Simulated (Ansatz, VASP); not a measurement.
## Cu in VASP and in Ansatz

File INCAR:

```
SYSTEM = Cu
  PREC = Accurate
  ENCUT = 520
  EDIFF = 1E-6
  ISMEAR = 0
  SIGMA = 0.15
  LREAL = .FALSE.
  LASPH = .TRUE.
  NELM = 60
  ALGO = Normal
  ISIF = 2
  LWAVE = .FALSE.
  LCHARG = .FALSE.
  GGA = PE
  NBANDS = 12
```

The input KPOINTS:

```
regular mesh
0
G
  22 22 22
  0 0 0
```

The input POSCAR:

```
Cu
1.0
    0.0000000000      1.8255750000      1.8075000000
    1.8255750000      0.0000000000      1.8075000000
    1.8255750000      1.8255750000      0.0000000000
Cu
1
Direct
    0.0000000000      0.0000000000      0.0000000000
```

Input for Ansatz:

```yaml
crystal:
  lattice:
    - [0.0, 1.825575, 1.8075]
    - [1.825575, 0.0, 1.8075]
    - [1.825575, 1.825575, 0.0]
  atoms:
    - { symbol: Cu, position: [0.0, 0.0, 0.0] }
basis:
  ecutwfc: 420
kpoints:
  mp_grid: { grid: [22, 22, 22] }
hamiltonian:
  xc: pbe
scf:
  occupations: { method: gaussian, width: 0.15 }
output:
  forces: true
  stress: true
  eigenvalues: true
```

Change from the starting cell: strain +0.0100 x Voigt [1, 1, 0, 0, 0, 0], atoms carried along.

Alike in both runs: task single point; functional PBE; k mesh 22 × 22 × 22; occupations gaussian, width 0.15 eV; no spin polarisation.

```csv
,VASP,Ansatz
version,VASP 6.6.1,Ansatz 0.2.0
potentials or method,"VASP PAW PBE potentials, release 64 (Cu), cutoff 520 eV","scalar-relativistic, plane waves, PAW"
valence electrons in the cell,11,19
```

|  | VASP | Ansatz | Ansatz less VASP |
| --- | --- | --- | --- |
| gap on the k mesh at the Fermi level (eV) | none | none | - |
| pressure (GPa) | -0.5 | -1.1 | -0.57 |
| traceless stress, the component that is largest in VASP (GPa) | 0.35 | 0.35 | +0.004 |

A gap of «none» marks a metal or a gap that the smearing closes. VASP's potentials hold 11 valence electrons a cell and Ansatz's 19, so a difference there can come from the potentials and not from the codes.
